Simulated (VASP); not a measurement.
# HfB2 (P6/mmm) in VASP: notebook

HfB2 is run at these levels: PBE; tasks: single point.

Program: VASP 6.6.1. These are calculated values, not measurements. Logs are shortened: lines on timing, memory, paths and dates and some standing lists are left out, and cuts for length are marked.

## (1) The cell of the first run

The structure is hexagonal, space group P6/mmm (No. 191). Conventional cell: a = 3.140 Å, b = 3.140 Å, c = 3.480 Å, α = 90.00°, β = 90.00°, γ = 120.00°. Within 3.3 Å of Hf (site symmetry 6/mmm) lie 12 B at 2.51 Å and 6 Hf at 3.14 Å. Within 2.4 Å of B (site symmetry -6m2) lie 3 B at 1.81 Å.

## (2) Single point, PBE

INCAR reads:

```
SYSTEM = HfB2
PREC = Accurate ; ENCUT = 520
EDIFF = 1E-7 ; ISMEAR = 1
SIGMA = 0.15 ; LREAL = .FALSE.
LASPH = .TRUE. ; NELM = 60
ALGO = Normal ; ISIF = 2
LWAVE = .FALSE. ; LCHARG = .TRUE.
GGA = PE ; LELF = .TRUE.
LVHAR = .TRUE. ; NBANDS = 15
```

KPOINTS reads:

```
regular mesh
0
G
  12 12 10
  0 0 0
```

POSCAR reads:

```
HfB2
1.0
    3.1400000000      0.0000000000      0.0000000000
   -1.5700000000      2.7193197700      0.0000000000
    0.0000000000      0.0000000000      3.4800000000
Hf B
1 2
Direct
    0.0000000000      0.0000000000      0.0000000000
    0.3333333300      0.6666666700      0.5000000000
    0.6666666700      0.3333333300      0.5000000000
```

Potentials or basis: VASP PAW PBE potentials, release 64 (Hf_pv, B).

Command:

```console
$ cat potpaw_PBE.64/Hf_pv/POTCAR potpaw_PBE.64/B/POTCAR > POTCAR
$ mpirun -np 1 vasp_std > vasp.out
```

OUTCAR:

```text
SYSTEM = HfB2
   PREC = Accurate
   ENCUT = 520
   EDIFF = 1E-7
   ISMEAR = 1
   LREAL = .FALSE.
   LASPH = .TRUE.
   NELM = 60
   ISIF = 2
   GGA = PE

 ion  position               nearest neighbor table
   1  0.000  0.000  0.000-   2 2.51   3 2.51   2 2.51   3 2.51   3 2.51   3 2.51   2 2.51   2 2.51
                             3 2.51   3 2.51   2 2.51   2 2.51
   2  0.333  0.667  0.500-   3 1.81   3 1.81   3 1.81   1 2.51   1 2.51   1 2.51   1 2.51   1 2.51
                             1 2.51
   3  0.667  0.333  0.500-   2 1.81   2 1.81   2 1.81   1 2.51   1 2.51   1 2.51   1 2.51   1 2.51
                             1 2.51

  LATTYP: Found a hexagonal cell.
 ALAT       =     3.1400000000
 C/A-ratio  =     1.1082802548

  Lattice vectors:

 A1 = (   3.1400000000,   0.0000000000,   0.0000000000)
 A2 = (  -1.5700000000,   2.7193197700,   0.0000000000)
 A3 = (   0.0000000000,   0.0000000000,   3.4800000000)

Analysis of symmetry for initial positions (statically):
=====================================================================
 Subroutine PRICEL returns:
 Original cell was already a primitive cell.

 Routine SETGRP: Setting up the symmetry group for a
 hexagonal supercell.

 Subroutine GETGRP returns: Found 24 space group operations
 (whereof 24 operations were pure point group operations)
 out of a pool of 24 trial point group operations.

The static configuration has the point symmetry D_6h.

Analysis of symmetry for dynamics (positions and initial velocities):
=====================================================================
 Subroutine PRICEL returns:
 Original cell was already a primitive cell.

 Routine SETGRP: Setting up the symmetry group for a
 hexagonal supercell.

 Subroutine GETGRP returns: Found 24 space group operations
 (whereof 24 operations were pure point group operations)
 out of a pool of 24 trial point group operations.

The dynamic configuration has the point symmetry D_6h.

 Subroutine INISYM returns: Found 24 space group operations
 (whereof 24 operations are pure point group operations),
 and found     1 'primitive' translations

----------------------------------------------------------------------------------------

                                     Primitive cell

  volume of cell :      29.7146

  direct lattice vectors                    reciprocal lattice vectors
     3.140000000  0.000000000  0.000000000     0.318471338  0.183869512  0.000000000
    -1.570000000  2.719319770  0.000000000     0.000000000  0.367739025  0.000000000
     0.000000000  0.000000000  3.480000000     0.000000000  0.000000000  0.287356322

  length of vectors
     3.140000000  3.140000002  3.480000000     0.367739025  0.367739025  0.287356322

  position of ions in fractional coordinates (direct lattice)
     0.000000000  0.000000000  0.000000000
     0.333333330  0.666666670  0.500000000
     0.666666670  0.333333330  0.500000000

  ion indices of the primitive-cell ions
   primitive index   ion index
                 1           1
                 2           2
                 3           3

----------------------------------------------------------------------------------------

 KPOINTS: regular mesh

Automatic generation of k-mesh.
 Grid dimensions read from file:
 generate k-points for:   12   12   10

 Generating k-lattice:

  Cartesian coordinates                     Fractional coordinates (reciprocal lattice)
     0.026539278  0.015322459  0.000000000     0.083333333 -0.000000000  0.000000000
     0.000000000  0.030644919  0.000000000     0.000000000  0.083333333  0.000000000
     0.000000000  0.000000000  0.028735632     0.000000000  0.000000000  0.100000000

  Length of vectors
     0.030644919  0.030644919  0.028735632

  Shift w.r.t. Gamma in fractional coordinates (k-lattice)
     0.000000000  0.000000000  0.000000000

 Subroutine IBZKPT returns following result:
 ===========================================

 Found    114 irreducible k-points:

 Following reciprocal coordinates:
            Coordinates               Weight
  0.000000  0.000000  0.000000      1.000000
  0.083333  0.000000  0.000000      6.000000
  0.166667  0.000000  0.000000      6.000000
  0.250000  0.000000  0.000000      6.000000
  0.333333  0.000000  0.000000      6.000000
  0.416667  0.000000  0.000000      6.000000
[... 16 lines left out ...]
  0.250000  0.000000  0.100000     12.000000
  0.333333  0.000000  0.100000     12.000000
 [... further k-points ...]
   k-points           NKPTS =    114   k-points in BZ     NKDIM =    114   number of bands    NBANDS=     15
   number of dos      NEDOS =    301   number of ions     NIONS =      3
   total plane-waves  NPLWV =  16128
   dimension x,y,z NGX =    24 NGY =   24 NGZ =   28
   dimension x,y,z NGXF=    48 NGYF=   48 NGZF=   56
   ions per type =               1   2
   NGX,Y,Z   is equivalent  to a cutoff of  12.71, 12.71, 13.38 a.u.
   NGXF,Y,Z  is equivalent  to a cutoff of  25.41, 25.41, 26.75 a.u.
 SYSTEM =  HfB2
   PREC   = accura    normal or accurate (medium, high low for compatibility)
   ISTART =      0    job   : 0-new  1-cont  2-samecut
   ICHARG =      2    charge: 1-file 2-atom 10-const
   ISPIN  =      1    spin polarized calculation?
   LNONCOLLINEAR =      F non collinear calculations
   LSORBIT =      F    spin-orbit coupling
   LASPH  =      T    aspherical Exc in radial PAW
   ENCUT  =  520.0 eV  38.22 Ry    6.18 a.u.   5.84  5.84  6.47*2*pi/ulx,y,z
   NELM   =     60;   NELMIN=  2; NELMDL= -5     # of ELM steps
   EDIFF  = 0.1E-06   stopping-criterion for ELM
   LREAL  =      F    real-space projection
   EDIFFG = 0.1E-05   stopping-criterion for IOM
   NSW    =      0    number of steps for IOM
   IBRION =     -1    ionic relax: 0-MD 1-quasi-New 2-CG
   NFREE  =      0    steps in history (QN), initial steepest desc. (CG)
   ISIF   =      2    stress and relaxation
   ISYM   =      2    0-nonsym 1-usesym 2-fastsym
   POTIM  = 0.5000    time-step for ionic-motion
   TEBEG  =    0.0;   TEEND  =   0.0 temperature during run
   PSTRESS=    0.0 pullay stress
   NELECT =      16.0000    total number of electrons
   NUPDOWN=      -1.0000    fix difference up-down
   EMIN   =  10.00;   EMAX   =-10.00  energy-range for DOS
   EFERMI =   0.00;   METHOD = LEGACY
   ISMEAR =     1;   SIGMA  =   0.15  broadening in eV -4-tet -1-fermi 0-gaus
   EFERMI_NEDOS =   21; number of points for ismear=-14 and -15
   IALGO  =     38    algorithm
   IMIX   =      4    mixing-type and parameters
     AMIX     =   0.40;   BMIX     =  1.00
     AMIX_MAG =   1.60;   BMIX_MAG =  1.00
  volume/ion in A,a.u.               =       9.90        66.84
  Fermi-wavevector in a.u.,A,eV,Ry     =   1.331860  2.516850 24.134693  1.773850
  Thomas-Fermi vector in A             =   2.460838
   LORBIT       =      0    0 simple, 1 ext, 2 COOP (PROOUT), +10 PAW based schemes
   GGA     = PE    functional components
   LHFCALC =     F    Hartree Fock is set to
   AEXX    =    0.0000 exact exchange contribution
   IVDW    =     0    specifies the selected vdW correction
   LEPSILON=     F    determine dielectric tensor
   LRPA    =     F    only Hartree local field effects (RPA)
 non-spin polarized calculation
 Methfessel and Paxton  Order N= 1 SIGMA  =   0.15
  energy-cutoff  :      520.00
  volume of cell :       29.71
 maximum number of plane-waves:       816
 NGX is ok and might be reduce to    24
   NGX = 11   NGY = 11   NGZ = 13

 number of electron      15.9999998 magnetization

 Free energy of the ion-electron system (eV)
  ---------------------------------------------------
  ext. energy  EPLUGINS =         0.00000000
  ---------------------------------------------------
  free energy    TOTEN  =       -26.40191497 eV

  energy without entropy =      -26.40122595  energy(sigma->0) =      -26.40168530

 E-fermi :   7.8218     XC(G=0): -12.5967

 val. band max:        7.6372971823   @ k =   0.1667   0.1667   0.2000
 cond. band min:       7.8224914736   @ k =   0.0833   0.0833   0.3000
 fundamental gap:      0.1851942912
 Fermi energy:         7.8218452426

 k-point     1 :       0.0000    0.0000    0.0000
  band No.  band energies     occupation
      1     -22.9642      2.00000
      2     -22.4681      2.00000
      3     -22.4681      2.00000
      4      -6.0828      2.00000
      5       4.6666      2.00000
      6       4.7734      2.00000
      7       4.7734      2.00000
      8       4.8896      2.00000
      9      11.6964      0.00000
     10      11.6964      0.00000
     11      12.3310      0.00000
     12      12.3310      0.00000
     13      12.6629      0.00000
     14      12.6629      0.00000
     15      12.6643      0.00000

 k-point     2 :       0.0833    0.0000    0.0000
  band No.  band energies     occupation
      1     -22.9554      2.00000
      2     -22.5225      2.00000
      3     -22.4801      2.00000
      4      -5.9326      2.00000
      5       4.3465      2.00000
      6       4.7600      2.00000
      7       4.7642      2.00000
      8       4.8180      2.00000
      9      11.2171      0.00000
     10      11.5910      0.00000
     11      11.6506      0.00000
     12      11.8834      0.00000
     13      13.1504      0.00000
     14      13.4922      0.00000
     15      13.7810      0.00000

 k-point     3 :       0.1667    0.0000    0.0000
  band No.  band energies     occupation
      1     -22.9313      2.00000
      2     -22.6682      2.00000
      3     -22.5128      2.00000
      4      -5.4985      2.00000
      5       3.3307      2.00000
      6       4.4473      2.00000
      7       4.7115      2.00000
      8       5.1769      2.00000
      9      10.1183     -0.00000
     10      11.3203      0.00000
     11      11.3545      0.00000
     12      12.0215      0.00000
     13      13.6232      0.00000
     14      14.6337      0.00000
     15      14.8062      0.00000

 k-point     4 :       0.2500    0.0000    0.0000
  band No.  band energies     occupation
      1     -22.8981      2.00000
      2     -22.8611      2.00000
      3     -22.5571      2.00000
      4      -4.8215      2.00000
      5       2.0893      2.00000
      6       4.0919      2.00000
      7       4.5869      2.00000
      8       5.4129      2.00000
      9       9.7511     -0.00000
     10      10.9841      0.00000
     11      11.4069      0.00000
     12      11.6065      0.00000
     13      13.7157      0.00000
     14      15.3212      0.00000
     15      16.6460      0.00000
[... 307 lines left out ...]
 k-point    22 :       0.1667    0.0000    0.1000
  band No.  band energies     occupation
      1     -22.9574      2.00000
      2     -22.6655      2.00000
      3     -22.5107      2.00000
      4      -5.3562      2.00000
      5       3.2991      2.00000
      6       3.7429      2.00000
      7       4.7246      2.00000
      8       5.8259      2.00000
      9       9.7759     -0.00000
     10      10.2928     -0.00000
     11      12.3294      0.00000
     12      12.4716      0.00000
     13      13.1946      0.00000
     14      14.8024      0.00000
     15      15.0740      0.00000

 k-point    23 :       0.2500    0.0000    0.1000
  band No.  band energies     occupation
      1     -22.9237      2.00000
      2     -22.8572      2.00000
      3     -22.5547      2.00000
      4      -4.6996      2.00000
      5       2.0431      2.00000
      6       3.7802      2.00000
      7       4.5172      2.00000
      8       5.6285      2.00000
      9       9.5928     -0.00000
     10      10.4714     -0.00000
     11      11.6038      0.00000
     12      12.3229      0.00000
     13      13.9546      0.00000
     14      15.1957      0.00000
     15      16.7006      0.00000

 k-point    24 :       0.3333    0.0000    0.1000
  band No.  band energies     occupation
      1     -23.0438      2.00000
      2     -22.8884      2.00000
      3     -22.5984      2.00000
      4      -3.8568      2.00000
      5       0.7362      2.00000
      6       3.7632      2.00000
      7       4.2821      2.00000
      8       5.2654      2.00000
      9       9.9082     -0.00000
     10      10.7094     -0.00000
     11      11.1231      0.00000
     12      12.5832      0.00000
     13      14.2804      0.00000
     14      16.0617      0.00000
     15      18.5995      0.00000

 [... further k-points ...]

------------------------ aborting loop because EDIFF is reached ----------------------------------------

  FORCE on cell =-STRESS in cart. coord.  units (eV):
  Direction    XX          YY          ZZ          XY          YZ          ZX
  --------------------------------------------------------------------------------------
  -------------------------------------------------------------------------------------
  Total        0.1589662      0.1589662      0.2227775      0.0000000      0.0000000      0.0000000
  in kB        8.5712909      8.5712909     12.0119258      0.0000000      0.0000000      0.0000000
  external PRESSURE =       9.7181692 kB  Pullay stress =       0.0000000 kB

 VOLUME and BASIS-vectors are now :
 -----------------------------------------------------------------------------
  energy-cutoff  :      520.00
  volume of cell :       29.71
      direct lattice vectors                 reciprocal lattice vectors
     3.140000000  0.000000000  0.000000000     0.318471338  0.183869512  0.000000000
    -1.570000000  2.719319770  0.000000000     0.000000000  0.367739025  0.000000000
     0.000000000  0.000000000  3.480000000     0.000000000  0.000000000  0.287356322

 POSITION                                       TOTAL-FORCE (eV/Angst)
 -----------------------------------------------------------------------------------
      0.00000      0.00000      0.00000        -0.000000      0.000000      0.000000
     -0.00000      1.81288      1.74000         0.000000      0.000000      0.000000
      1.57000      0.90644      1.74000        -0.000000     -0.000000     -0.000000
 -----------------------------------------------------------------------------------
    total drift:                                0.000000     -0.000000     -0.000000

  FREE ENERGIE OF THE ION-ELECTRON SYSTEM (eV)
  ---------------------------------------------------
  free  energy   TOTEN  =       -26.4019149695 eV

  energy  without entropy=      -26.4012259490  energy(sigma->0) =      -26.40168530
```

It took 42 s on 1 thread of Intel Xeon Platinum 8375C at 2.90GHz (Ice Lake), shared host; peak memory 0.18 GiB.

Results:

* Free energy: -26.4019 eV
* Pressure: 1.0 GPa
* Band gap on the k mesh: zero (bands 8 and 9 overlap by 1.31 eV)

Caveat: spin-orbit coupling is left out, which moves the levels of the heavy elements.

## (3) Single point, PBE

INCAR reads:

```
ALGO = Normal
EDIFF = 1E-7
ENCUT = 520
GGA = PE
ISIF = 2
ISMEAR = 1
LASPH = T
LCHARG = F
LREAL = F
LWAVE = F
NBANDS = 15
NELM = 60
PREC = Accurate
SIGMA = 0.15
```

KPOINTS reads:

```
k-points
0
Gamma
  12 12 10
```

POSCAR is that of step 2.

Potentials or basis: VASP PAW PBE potentials, release 64 (Hf_pv, B).

Command:

```console
$ cat potpaw_PBE.64/Hf_pv/POTCAR potpaw_PBE.64/B/POTCAR > POTCAR
$ mpirun -np 1 vasp_std > vasp.out
```

Run time: 56 s. Hardware: 1 thread of Intel Xeon Platinum 8375C at 2.90GHz (Ice Lake), shared host; peak memory 0.17 GiB.

It converged, with:

```
Free energy            : -26.4019 eV
Pressure               : 1.0 GPa
Band gap on the k mesh : zero (bands 8 and 9 overlap by 1.31 eV)
```

Stress tensor (GPa, compression positive):
```
0.86 0.00 0.00
0.00 0.86 0.00
0.00 0.00 1.20
```

Levels at points of the mesh, in eV from the Fermi level:
```
           k point  band 6  band 7  band 8  band 9  band 10  band 11
(0.00, 0.00, 0.00)   -3.05   -3.05   -2.93    3.87     3.87     4.51
(0.50, 0.00, 0.00)   -4.28   -3.59   -3.02    1.96     2.58     5.42
(0.00, 0.00, 0.50)   -1.35   -1.35    0.17    0.17     0.85     0.85
(0.50, 0.00, 0.50)   -5.12   -4.86   -2.82    3.85     4.01     6.10
```

Caveat: spin-orbit coupling is left out, which moves the levels of the heavy elements.
